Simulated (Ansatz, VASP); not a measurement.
## One calculation of Ir, two programs

```
CELL_PARAMETERS angstrom
0.00000 1.94223 1.94223
1.94223 0.00000 1.94223
1.94223 1.94223 0.00000
ATOMIC_POSITIONS crystal
Ir 0.00000 0.00000 0.00000
```

Alike in both runs: task single point; functional BLYP; k mesh 22 × 22 × 22; occupations fermi-dirac, width 0.1 eV; no spin polarisation.

|  | VASP | Ansatz |
| --- | --- | --- |
| version | VASP 6.6.1 | Ansatz 0.2.0 |
| potentials or method | VASP PAW PBE potentials, release 64 (Ir_sv_GW), cutoff 500 eV | plane waves (420 eV) with PAW, scalar-relativistic |
| valence electrons in the cell | 17 | 17 |

Ansatz gave:

| Item | Value |
| --- | --- |
| pressure (GPa) | 13.1 |

Q: Estimate VASP's values.

A: Pressure (GPa): 11.8.

VASP's potentials were made for PBE, not for BLYP.

Neither program's run includes spin-orbit coupling.
